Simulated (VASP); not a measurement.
Write the native input for VASP 6.6.1 that does the following.

```yaml
Task: single point
Functional: PBEsol
Potentials_or_basis: VASP PAW PBE potentials, release 64 (Hf_pv, H)
Cutoff: 520 eV
k_mesh: 10 × 10 × 8
Occupations: gaussian, width 0.1 eV
Spin: no spin polarisation
Dipole_correction: no
Further_INCAR_settings: ALGO = Normal; EDIFF = 1e-06; NBANDS = 21
```

The structure of HfH2 lies in POSCAR:

```
HfH2
1.0
    3.5335545017      0.0000000000      0.0000000000
    0.0000000000      3.5335545017      0.0000000000
    0.0000000000      0.0000000000      4.1868195738
Hf H
2 4
Direct
    0.0000000000      0.0000000000      0.0000000000
    0.5000000000      0.5000000000      0.5000000000
    0.0000000000      0.5000000000      0.2500000000
    0.5000000000      0.0000000000      0.2500000000
    0.5000000000      0.0000000000      0.7500000000
    0.0000000000      0.5000000000      0.7500000000
```

This cell differs from its parent crystal: biaxial strain in the a-b plane: +2.0 %.

These files were run (other wordings do the same):

INCAR

```
PREC = Accurate
ENCUT = 520
EDIFF = 1E-6
ISMEAR = 0
SIGMA = 0.1
LREAL = F
LASPH = T
NELM = 100
ALGO = Normal
ISIF = 2
LWAVE = F
LCHARG = T
GGA = PS
LELF = T
LVHAR = T
NBANDS = 21
```

KPOINTS

```
Automatic mesh
0
Gamma
  10 10 8
```

Potentials or basis: VASP PAW PBE potentials, release 64 (Hf_pv, H).

Run with:

```console
$ cat potpaw_PBE.64/Hf_pv/POTCAR potpaw_PBE.64/H/POTCAR > POTCAR
$ mpirun -np 1 vasp_std > vasp.out
```

It gave:

```json
{
 "Pressure": "-5.2 GPa",
 "Band gap on the k mesh": "zero (band 12 reaches 5.86 eV, above the bottom of band 13 at 4.82 eV)"
}
```

Caveat: the cell differs from its parent crystal (biaxial strain in the a-b plane: +2.0 %); the PAW data sets were made with another functional, which shifts forces and pressure a little; spin-orbit coupling is left out, which moves the levels of the heavy elements.

Wall time 63 s on 1 thread of Intel(R) Xeon(R) Platinum 8559C (Emerald Rapids), with other jobs on the host, peak memory 0.23 GiB.
